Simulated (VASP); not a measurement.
A run of VASP 6.6.1 is set up as follows.

File POSCAR:

```
Si
1.0
   -3.3031251995      3.3031251995      1.9094833541
    3.3031251995     -3.3031251995      1.9094833541
    3.3031251995      3.3031251995     -1.9094833541
Si
4
Direct
    0.8211989400      0.1788010600      0.0000000000
    0.1788010600      0.8211989400      0.0000000000
    0.8211989400      0.8211989400      0.6423978800
    0.1788010600      0.1788010600      0.3576021200
```

File INCAR.step1:

```
SYSTEM = Si
PREC     = Accurate       ! precision mode
ENCUT    = 520            ! plane-wave cutoff, eV
ISMEAR   = -1             ! smearing method
SIGMA    = 0.05           ! smearing width, eV
LREAL    = .False.        ! projectors in reciprocal space
LASPH    = .True.         ! aspherical terms in the spheres
NELM     = 100            ! most SCF steps
NBANDS   = 16             ! bands
GGA      = PE             ! functional
ALGO     = Normal         ! electronic algorithm
EDIFF    = 1E-4           ! SCF threshold, eV
LWAVE    = .True.         ! write WAVECAR
LCHARG   = .False.        ! write CHGCAR
```

INCAR.step2

```
SYSTEM = Si
PREC     = Accurate       ! precision mode
ENCUT    = 520            ! plane-wave cutoff, eV
EDIFF    = 1E-6           ! SCF threshold, eV
ISMEAR   = -1             ! smearing method
SIGMA    = 0.05           ! smearing width, eV
LREAL    = .False.        ! projectors in reciprocal space
LASPH    = .True.         ! aspherical terms in the spheres
NELM     = 100            ! most SCF steps
ALGO     = Normal         ! electronic algorithm
ISIF     = 2              ! what is computed and relaxed
LWAVE    = .False.        ! write WAVECAR
LCHARG   = .True.         ! write CHGCAR
METAGGA  = R2SCAN         ! meta-GGA
LMIXTAU  = .True.       
LELF     = .True.         ! ELF
LVHAR    = .True.       
NBANDS   = 16             ! bands
ISTART   = 1
```

Contents of KPOINTS:

```
regular mesh
0
Gamma
  8 8 8
  0 0 0
```

Potentials or basis: VASP PAW PBE potentials, release 64 (Si).

The run is started by

```sh
$ cat potpaw_PBE.64/Si/POTCAR > POTCAR
$ cp INCAR.step1 INCAR
$ mpirun -np 1 vasp_std > vasp.out
$ cp INCAR.step2 INCAR
$ mpirun -np 1 vasp_std > vasp.out
```

What does it give for the pressure?

1.8 GPa.

Estimate the largest force.

0.031 eV/Å.

Forces in eV/Å, atoms in the order of the input:
```
Si   0.022 -0.022  0.000
Si  -0.022  0.022  0.000
Si  -0.022 -0.022  0.000
Si   0.022  0.022  0.000
```

Caveat: the PAW data sets were made with another functional, which shifts forces and pressure a little.
